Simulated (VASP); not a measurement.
Runs of VASP 6.6.1 on Ba. The structure is that of space group Fd-3m (No. 227), or close to it. The cells are those of the table. This isn't the form of Ba at room conditions, which is bcc.

```tsv
cell	gap on the mesh (eV)	pressure (GPa)
a = 5.239 Å, angles 60.0°, 2 atoms	none	0.7
a = 4.158 Å, angles 60.0°, 2 atoms	none	(a)
a = 4.607 Å, angles 60.0°, 2 atoms	none	22.0
a = 4.369 Å, angles 60.0°, 2 atoms	none	46.4
```

Alike in all rows: task single point; level PBEsol; potentials or basis VASP PAW PBE potentials, release 64 (Ba_sv); no spin polarisation; k mesh 9 × 9 × 9; cutoff (eV) 520; smearing fermi-dirac 0.05 eV.

Q: Estimate the missing entries.

A: (a) 85.1.

Caveats: the PAW data sets were made with another functional, which shifts forces and pressure a little; spin-orbit coupling is left out, which moves the levels of the heavy elements; the cell stands under pressure (at least some runs).

A k mesh can miss the band edges, and the runs leave out spin-orbit coupling on Ba.

A gap of «none» marks levels without a gap at the run's occupations.
